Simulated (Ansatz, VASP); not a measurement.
# One calculation of AlNi, two programs

```
Al Ni
1.0
     2.83275    0.00000    0.00000
     0.00000    2.83275    0.00000
     0.00000    0.00000    2.83275
Al Ni
1 1
Direct
  0.50000 0.50000 0.50000
  0.00000 0.00000 0.00000
```

Alike in both runs: functional LDA; k mesh 14 × 14 × 14; occupations gaussian, width 0.1 eV; no spin polarisation.

Ansatz relaxed the structure, and its values are those at the end. VASP's run is a single point on that final structure, the one shown.

```csv
,VASP,Ansatz
version,VASP 6.6.1,Ansatz 0.2.0
potentials or method,"VASP PAW LDA potentials, release 64 (Al, Ni), cutoff 520 eV","scalar-relativistic, plane waves, PAW"
valence electrons in the cell,13,21
```

VASP gave:

| Property | Result |
| --- | --- |
| gap on the k mesh at the Fermi level (eV) | none |
| pressure (GPa) | 0.4 |

Task: Estimate Ansatz's values.

Result: gap on the k mesh at the Fermi level (eV): none; pressure (GPa): 0.0.

LDA's correlation is that of Perdew and Zunger in VASP and of Perdew and Wang (1992) in Ansatz. A gap of «none» marks a metal or a gap that the smearing closes. VASP's potentials hold 13 valence electrons a cell and Ansatz's 21, so a difference there can come from the potentials and not from the codes.
